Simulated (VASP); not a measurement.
# C (R-3m) in VASP: further runs

Runs on C. Level: PBEsol. Tasks: single point.

Program: VASP 6.6.1. These are calculated values, not measurements. Logs are shortened: lines on timing, memory, paths and dates and some standing lists are left out, and cuts for length are marked.

### 1 The cell of the first run

The structure is trigonal, space group R-3m (No. 166). The conventional cell has a = 2.456 Å, b = 2.456 Å, c = 10.041 Å, α = 90.00°, β = 90.00°, γ = 120.00°. C (site symmetry 3m) has 3 C at 1.42 Å within 1.9 Å.

### 2 Single point, PBEsol

INCAR

```
PREC = Accurate ; ENCUT = 600
EDIFF = 1E-6 ; ISMEAR = -1
SIGMA = 0.1 ; LREAL = F
LASPH = T ; NELM = 120
ALGO = Normal ; ISIF = 2
LWAVE = F ; LCHARG = F
GGA = PS ; NBANDS = 11
GGA_COMPAT = F
```

KPOINTS

```
regular mesh
0
Gamma
  5 5 5
```

POSCAR

```
C
1.0
    1.2280290000      0.7090030000      3.3470110000
   -1.2280290000      0.7090030000      3.3470110000
    0.0000000000     -1.4180050000      3.3470110000
C
2
Direct
    0.8360000000      0.8360000000      0.8360000000
    0.1640000000      0.1640000000      0.1640000000
```

Potentials or basis: VASP PAW PBE potentials, release 64 (C).

Run with:

```
$ cat potpaw_PBE.64/C/POTCAR > POTCAR
$ mpirun -np 1 vasp_std > vasp.out
```

OUTCAR:

```text
PREC = Accurate
   ENCUT = 600
   EDIFF = 1E-6
   ISMEAR = -1
   LREAL = F
   LASPH = T
   NELM = 120
   ISIF = 2
   GGA = PS

 ion  position               nearest neighbor table
   1  0.836  0.836  0.836-   2 1.42   2 1.42   2 1.42
   2  0.164  0.164  0.164-   1 1.42   1 1.42   1 1.42

  LATTYP: Found a trigonal (rhomboedric) cell.
 ALAT       =     3.6349997404
 COS(alpha) =     0.7717354484

  Lattice vectors:

 A1 = (   1.2280290000,   0.7090030000,   3.3470110000)
 A2 = (  -1.2280290000,   0.7090030000,   3.3470110000)
 A3 = (   0.0000000000,  -1.4180050000,   3.3470110000)

Analysis of symmetry for initial positions (statically):
=====================================================================
 Subroutine PRICEL returns:
 Original cell was already a primitive cell.

 Routine SETGRP: Setting up the symmetry group for a
 trigonal (rhombohedral) supercell.

 Subroutine GETGRP returns: Found 12 space group operations
 (whereof 12 operations were pure point group operations)
 out of a pool of 12 trial point group operations.

The static configuration has the point symmetry D_3d.

Analysis of symmetry for dynamics (positions and initial velocities):
=====================================================================
 Subroutine PRICEL returns:
 Original cell was already a primitive cell.

 Routine SETGRP: Setting up the symmetry group for a
 trigonal (rhombohedral) supercell.

 Subroutine GETGRP returns: Found 12 space group operations
 (whereof 12 operations were pure point group operations)
 out of a pool of 12 trial point group operations.

The dynamic configuration has the point symmetry D_3d.

 Subroutine INISYM returns: Found 12 space group operations
 (whereof 12 operations are pure point group operations),
 and found     1 'primitive' translations

----------------------------------------------------------------------------------------

                                     Primitive cell

  volume of cell :      17.4850

  direct lattice vectors                    reciprocal lattice vectors
     1.228029000  0.709003000  3.347011000     0.407156509  0.235071988  0.099591323
    -1.228029000  0.709003000  3.347011000    -0.407156509  0.235071988  0.099591323
     0.000000000 -1.418005000  3.347011000     0.000000000 -0.470143977  0.099591394

  length of vectors
     3.634999740  3.634999740  3.634999424     0.480576418  0.480576418  0.480576534

[... 79 lines left out ...]
   NFREE  =      0    steps in history (QN), initial steepest desc. (CG)
   ISIF   =      2    stress and relaxation
   ISYM   =      2    0-nonsym 1-usesym 2-fastsym
   POTIM  = 0.5000    time-step for ionic-motion
   TEBEG  =    0.0;   TEEND  =   0.0 temperature during run
   PSTRESS=    0.0 pullay stress
   NELECT =       8.0000    total number of electrons
   NUPDOWN=      -1.0000    fix difference up-down
   EMIN   =  10.00;   EMAX   =-10.00  energy-range for DOS
   EFERMI =   0.00;   METHOD = LEGACY
   ISMEAR =    -1;   SIGMA  =   0.10  broadening in eV -4-tet -1-fermi 0-gaus
   EFERMI_NEDOS =   21; number of points for ismear=-14 and -15
   IALGO  =     38    algorithm
   IMIX   =      4    mixing-type and parameters
     AMIX     =   0.40;   BMIX     =  1.00
     AMIX_MAG =   1.60;   BMIX_MAG =  1.00
  volume/ion in A,a.u.               =       8.74        59.00
  Fermi-wavevector in a.u.,A,eV,Ry     =   1.261488  2.383867 21.651666  1.591353
  Thomas-Fermi vector in A             =   2.394945
   LORBIT       =      0    0 simple, 1 ext, 2 COOP (PROOUT), +10 PAW based schemes
   GGA     = PS    functional components
   LHFCALC =     F    Hartree Fock is set to
   AEXX    =    0.0000 exact exchange contribution
   IVDW    =     0    specifies the selected vdW correction
   LEPSILON=     F    determine dielectric tensor
   LRPA    =     F    only Hartree local field effects (RPA)
 non-spin polarized calculation
  energy-cutoff  :      600.00
  volume of cell :       17.48
 maximum number of plane-waves:       592
 NGX is ok and might be reduce to    30
   NGX = 15   NGY = 15   NGZ = 15

 number of electron       8.0000000 magnetization

 Free energy of the ion-electron system (eV)
  ---------------------------------------------------
  ext. energy  EPLUGINS =         0.00000000
  ---------------------------------------------------
  free energy    TOTEN  =       -19.24655885 eV

  energy without entropy =      -19.24655636  energy(sigma->0) =      -19.24655761

 E-fermi :   4.6921     XC(G=0): -10.5898

 val. band max:        3.4659274389   @ k =  -0.4000   0.2000  -0.0000
 cond. band min:       5.9219470739   @ k =  -0.4000   0.4000   0.0000
 fundamental gap:      2.4560196350
 Fermi energy:         4.6921472277

 k-point     1 :       0.0000    0.0000    0.0000
  band No.  band energies     occupation
      1     -15.0142      2.00000
      2      -1.9244      2.00000
      3       1.7566      2.00000
      4       1.7566      2.00000
      5       8.6400      0.00000
      6      13.1008      0.00000
      7      13.1008      0.00000
      8      16.2350      0.00000
      9      17.6918      0.00000
     10      27.2535      0.00000
     11      30.3836      0.00000
[... 239 lines left out ...]
 k-point    19 :      -0.4000    0.4000    0.4000
  band No.  band energies     occupation
      1     -13.7631      2.00000
      2      -2.7963      2.00000
      3      -1.4053      2.00000
      4       0.2197      2.00000
      5      12.9546      0.00000
      6      13.5181      0.00000
      7      15.8743      0.00000
      8      16.6016      0.00000
      9      19.0989      0.00000
     10      23.8860      0.00000
     11      27.5278      0.00000

------------------------ aborting loop because EDIFF is reached ----------------------------------------

  FORCE on cell =-STRESS in cart. coord.  units (eV):
  Direction    XX          YY          ZZ          XY          YZ          ZX
  --------------------------------------------------------------------------------------
  -------------------------------------------------------------------------------------
  Total        0.2491874      0.2491872     -0.0031788      0.0000000     -0.0000000      0.0000000
  in kB       22.8334596     22.8334463     -0.2912762      0.0000000     -0.0000000      0.0000000
  external PRESSURE =      15.1252099 kB  Pullay stress =       0.0000000 kB

 VOLUME and BASIS-vectors are now :
 -----------------------------------------------------------------------------
  energy-cutoff  :      600.00
  volume of cell :       17.48
      direct lattice vectors                 reciprocal lattice vectors
     1.228029000  0.709003000  3.347011000     0.407156509  0.235071988  0.099591323
    -1.228029000  0.709003000  3.347011000    -0.407156509  0.235071988  0.099591323
     0.000000000 -1.418005000  3.347011000     0.000000000 -0.470143977  0.099591394

 POSITION                                       TOTAL-FORCE (eV/Angst)
 -----------------------------------------------------------------------------------
      0.00000      0.00000      8.39430         0.000000     -0.000000     -0.873974
      0.00000      0.00000      1.64673         0.000000      0.000000      0.873974
 -----------------------------------------------------------------------------------
    total drift:                                0.000000     -0.000000      0.000000

  FREE ENERGIE OF THE ION-ELECTRON SYSTEM (eV)
  ---------------------------------------------------
  free  energy   TOTEN  =       -19.2465588500 eV

  energy  without entropy=      -19.2465563605  energy(sigma->0) =      -19.24655761
```

OSZICAR:

```text
N       E                     dE             d eps       ncg     rms          rms(c)
DAV:   1     0.965897488204E+01    0.96590E+01   -0.49490E+03   421   0.751E+02
DAV:   2    -0.195608637003E+02   -0.29220E+02   -0.27210E+02   564   0.137E+02
DAV:   3    -0.204416879186E+02   -0.88082E+00   -0.87813E+00   527   0.203E+01
DAV:   4    -0.204449166127E+02   -0.32287E-02   -0.32284E-02   514   0.152E+00
DAV:   5    -0.204449261858E+02   -0.95731E-05   -0.95730E-05   503   0.780E-02    0.641E+00
DAV:   6    -0.195329893767E+02    0.91194E+00   -0.76793E-01   472   0.508E+00    0.370E+00
DAV:   7    -0.192449664066E+02    0.28802E+00   -0.86209E-01   490   0.542E+00    0.969E-01
DAV:   8    -0.192468193591E+02   -0.18530E-02   -0.19212E-02   460   0.910E-01    0.133E-01
DAV:   9    -0.192465110517E+02    0.30831E-03   -0.69709E-04   496   0.161E-01    0.557E-02
DAV:  10    -0.192465595096E+02   -0.48458E-04   -0.11336E-04   474   0.732E-02    0.268E-02
DAV:  11    -0.192465588500E+02    0.65959E-06   -0.57001E-06   527   0.137E-02
   1 F= -.19246559E+02 E0= -.19246558E+02  d E =-.248956E-05
```

stdout:

```text
POSCAR found type information on POSCAR C
 POSCAR found :  1 types and       2 ions
 scaLAPACK will be used
 -----------------------------------------------------------------------------
|                                                                             |
|                                                                             |
|     You enforced a specific xc type in the INCAR file but a different       |
|     I HOPE YOU KNOW WHAT YOU ARE DOING!                                     |
|                                                                             |
 -----------------------------------------------------------------------------

 LDA part: xc-table for (Slater+PW92), standard interpolation
 POSCAR, INCAR and KPOINTS ok, starting setup
 FFT: planning ... GRIDC
 FFT: planning ... GRID_SOFT
 FFT: planning ... GRID
 WAVECAR not read
 entering main loop
```

Run time: 5.8 s. Hardware: 1 thread of AMD EPYC 7R13 (Zen 3), shared host; peak memory 0.12 GiB.

What came out:

```
Free energy   : -19.2466 eV
Pressure      : 1.5 GPa
Largest force : 0.874 eV/Å
```

Forces on the atoms (eV/Å):
```
C    0.000  0.000 -0.874
C    0.000  0.000  0.874
```

Stress tensor (GPa, compression positive):
```
 2.28  0.00  0.00
 0.00  2.28  0.00
 0.00  0.00 -0.03
```

Caveat: the k points lie up to 0.60 Å⁻¹ apart; this functional lacks dispersion, which binds layers or chains, so the pressure and a relaxed spacing across them are unreliable; the PAW data sets were made with another functional, which shifts forces and pressure a little.

### 3 Single point, PBEsol

INCAR is that of step 2.

KPOINTS

```
Automatic mesh
0
Gamma
  11 11 11
```

POSCAR is that of step 2.

Potentials or basis: VASP PAW PBE potentials, release 64 (C).

Run with:

```
$ cat potpaw_PBE.64/C/POTCAR > POTCAR
$ mpirun -np 1 vasp_std > vasp.out
```

Wall time 33 s (1 thread of AMD EPYC 7R13 (Zen 3), shared host); peak memory 0.14 GiB.

Results (log left out):

```
Free energy   : -19.2666 eV
Pressure      : 1.4 GPa
Largest force : 0.871 eV/Å
```

Forces in eV/Å, atoms in the order of the input:
```
C    0.000  0.000 -0.871
C    0.000  0.000  0.871
```

Stress tensor (GPa, compression positive):
```
1.84 0.00 0.00
0.00 1.84 0.00
0.00 0.00 0.58
```

Caveat: this functional lacks dispersion, which binds layers or chains, so the pressure and a relaxed spacing across them are unreliable; the PAW data sets were made with another functional, which shifts forces and pressure a little.

### 4 Single point, PBEsol

INCAR

```
SYSTEM = C
PREC = Accurate
ENCUT = 600
EDIFF = 1E-6
ISMEAR = -1
SIGMA = 0.1
LREAL = .False.
LASPH = .True.
NELM = 120
ALGO = Normal
ISIF = 2
LWAVE = .False.
LCHARG = .False.
GGA = PS
NBANDS = 11
GGA_COMPAT = .False.
```

KPOINTS

```
regular mesh
0
Gamma
  11 11 11
  0 0 0
```

POSCAR is that of step 3.

Run with:

```
$ cat potpaw_PBE.64/C/POTCAR > POTCAR
$ mpirun -np 1 vasp_std > vasp.out
```

Run time: 36 s. Hardware: 1 thread of AMD EPYC 7R13 (Zen 3), shared host; peak memory 0.14 GiB.

It converged, with:

```
Free energy   : -19.2666 eV
Pressure      : 1.4 GPa
Largest force : 0.871 eV/Å
```

Forces on the atoms (eV/Å):
```
C    0.000  0.000 -0.871
C    0.000  0.000  0.871
```

Stress tensor (GPa, compression positive):
```
1.84 0.00 0.00
0.00 1.84 0.00
0.00 0.00 0.58
```

Caveat: this functional lacks dispersion, which binds layers or chains, so the pressure and a relaxed spacing across them are unreliable; the PAW data sets were made with another functional, which shifts forces and pressure a little.
